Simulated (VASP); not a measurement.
## N: single point with r2SCAN

Crystal: N.

```
CELL_PARAMETERS angstrom
2.51947 0.00000 0.00000
-1.25974 2.18193 0.00000
0.00000 0.00000 2.44600
ATOMIC_POSITIONS crystal
N 0.66667 0.33333 0.25000
N 0.33333 0.66667 0.75000
```

| Property | Result |
| --- | --- |
| Program | VASP 6.6.1 |
| Task | single point |
| Functional | r2SCAN |
| Potentials or basis | VASP PAW PBE potentials, release 64 (N) |
| Cutoff | 660 eV |
| k mesh | 6 × 6 × 4 |
| Occupations | fermi-dirac, width 0.05 eV |
| Spin | no spin polarisation |
| Dipole correction | no |
| Further INCAR settings | ALGO = Normal; EDIFF = 1e-06; NBANDS = 12 |

```json
{"Pressure": "5.2 GPa", "Band gap on the k mesh": "zero (band 5 reaches 7.49 eV, above the bottom of band 6 at 2.93 eV)"}
```

Stress tensor (GPa, compression positive):
```
7.75 0.00 0.00
0.00 7.75 0.00
0.00 0.00 0.07
```

Levels at points of the mesh, in eV from the Fermi level:
| k point | band 1 | band 2 | band 3 | band 4 | band 5 | band 6 | band 7 | band 8 | band 9 | band 10 |
| --- | --- | --- | --- | --- | --- | --- | --- | --- | --- | --- |
| (0.00, 0.00, 0.00) | -22.92 | -6.00 | -4.70 | -2.19 | -2.19 | 3.36 | 3.36 | 7.00 | 16.00 | 19.50 |
| (0.50, 0.00, 0.00) | -18.18 | -14.98 | -4.93 | -2.07 | -1.22 | 2.22 | 3.25 | 5.78 | 14.93 | 25.98 |
| (0.00, 0.00, 0.50) | -17.77 | -17.77 | 0.94 | 0.94 | 0.94 | 0.94 | 2.59 | 2.59 | 23.28 | 23.28 |
| (0.50, 0.00, 0.50) | -13.93 | -13.93 | -8.60 | -8.60 | -0.48 | -0.48 | 4.73 | 4.73 | 20.84 | 20.84 |

Wall time 44 s on 1 thread of AMD EPYC 7571, with other jobs on the host, peak memory 0.1 GiB.

Caveat: the k points lie up to 0.64 Å⁻¹ apart; the PAW data sets were made with another functional, which shifts forces and pressure a little.
